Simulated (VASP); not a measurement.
The system is Sc.

```
Sc
1.0
     0.00000    2.28772    2.23644
     2.28772    0.00000    2.23644
     2.28772    2.28772    0.00000
Sc
1
Direct
  0.00000 0.00000 0.00000
```

This cell differs from its parent crystal: z stretched by -1.5 % at fixed volume.

Base run:

* Program: VASP 6.6.1
* Functional: PBE
* Potentials or basis: VASP PAW PBE potentials, release 64 (Sc_sv)
* Cutoff: 520 eV
* k mesh: 12 × 12 × 12
* Occupations: fermi-dirac, width 0.03 eV
* Spin: no spin polarisation

Its results: pressure 3.0 GPa.

Q: The run is repeated on the same cell with these changes: dispersion from none to D4. What comes out?

A: Pressure 1.1 GPa.

Dispersion adds attraction, which lowers the pressure at fixed volume and, as a term added to the energy, leaves the levels alone.

Caveats: pairwise dispersion overbinds metals, which lowers pressure and volume (some runs).
